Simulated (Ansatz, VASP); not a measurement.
# One calculation of Ir, two programs

```
Ir
1.0
     0.00000    1.90594    1.90594
     1.90594    0.00000    1.90594
     1.90594    1.90594    0.00000
Ir
1
Cartesian
  0.0000 0.0000 0.0000
```

Alike in both runs: functional LDA; k mesh 19 × 19 × 19; occupations fermi-dirac, width 0.08 eV; no spin polarisation.

Ansatz relaxed the structure, and its values are those at the end. VASP's run is a single point on that final structure, the one shown.

|  | VASP | Ansatz |
| --- | --- | --- |
| version | VASP 6.6.1 | Ansatz 0.2.0 |
| potentials or method | VASP PAW LDA potentials, release 64 (Ir) | PAW with Ansatz's default frozen-core files, scalar-relativistic |
| plane-wave cutoff (eV) | 520 | 420 |
| valence electrons in the cell | 9 | 17 |

Ansatz gave:

| Item | Value |
| --- | --- |
| pressure (GPa) | 0.0 |

Task: Estimate VASP's values.

Result: Pressure (GPa): 2.6.

LDA's correlation is that of Perdew and Zunger in VASP and of Perdew and Wang (1992) in Ansatz. VASP's potentials hold 9 valence electrons a cell and Ansatz's 17, so a difference there can come from the potentials and not from the codes.

Neither program's run includes spin-orbit coupling.
